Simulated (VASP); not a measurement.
Wanted: the native input for a VASP 6.6.1 run.

```
Task                   : single point
Functional             : r2SCAN
Potentials or basis    : VASP PAW PBE potentials, release 64 (Hf_pv, O)
Cutoff                 : 520 eV
k mesh                 : 8 × 8 × 8
Occupations            : gaussian, width 0.01 eV
Spin                   : no spin polarisation
Dipole correction      : no
Further INCAR settings : ALGO = Normal; EDIFF = 1e-07; NBANDS = 18
```

HfO2:

```xyz
3
Lattice="0.0000 2.5954 2.5076 2.5954 0.0000 2.5076 2.5954 2.5954 0.0000" Properties=species:S:1:pos:R:3 pbc="T T T"
Hf    0.0000    0.0000    0.0000
O     1.2977    1.2977    1.2538
O     3.8932    3.8932    3.7614
```

This cell differs from its parent crystal: epitaxial xy strain +2.6%.

One way to write it, as run:

POSCAR

```
HfO2
1.0
    0.0000000000      2.5954468961      2.5075858953
    2.5954468961      0.0000000000      2.5075858953
    2.5954468961      2.5954468961      0.0000000000
Hf O
1 2
Direct
    0.0000000000      0.0000000000      0.0000000000
    0.2500000000      0.2500000000      0.2500000000
    0.7500000000      0.7500000000      0.7500000000
```

INCAR.step1

```
SYSTEM = HfO2
PREC = Accurate ; ENCUT = 520
ISMEAR = 0 ; SIGMA = 0.01
LREAL = .False. ; LASPH = .True.
NELM = 60 ; NBANDS = 18
GGA = PE ; ALGO = Normal
EDIFF = 1E-4 ; LWAVE = .True.
LCHARG = .False.
```

INCAR.step2

```
SYSTEM = HfO2
PREC = Accurate ; ENCUT = 520
EDIFF = 1E-7 ; ISMEAR = 0
SIGMA = 0.01 ; LREAL = .False.
LASPH = .True. ; NELM = 60
ALGO = Normal ; ISIF = 2
LWAVE = .False. ; LCHARG = .False.
METAGGA = R2SCAN ; LMIXTAU = .True.
NBANDS = 18 ; ISTART = 1
```

KPOINTS

```
regular mesh
0
Gamma
  8 8 8
  0 0 0
```

Potentials or basis: VASP PAW PBE potentials, release 64 (Hf_pv, O).

The run is started by

```console
$ cat potpaw_PBE.64/Hf_pv/POTCAR potpaw_PBE.64/O/POTCAR > POTCAR
$ cp INCAR.step1 INCAR
$ mpirun -np 1 vasp_std > vasp.out
$ cp INCAR.step2 INCAR
$ mpirun -np 1 vasp_std > vasp.out
```

It gave:

```json
{
  "Pressure": "-14.2 GPa",
  "Band gap on the k mesh": "3.87 eV, indirect (least direct gap 3.90 eV)"
}
```

Caveat: the cell differs from its parent crystal (epitaxial xy strain +2.6%); the PAW data sets were made with another functional, which shifts forces and pressure a little; spin-orbit coupling is left out, which moves the levels of the heavy elements.

It took 2.7 min on 1 thread of AMD EPYC 9R14 (Zen 4), with other jobs on the host, peak memory 0.16 GiB.
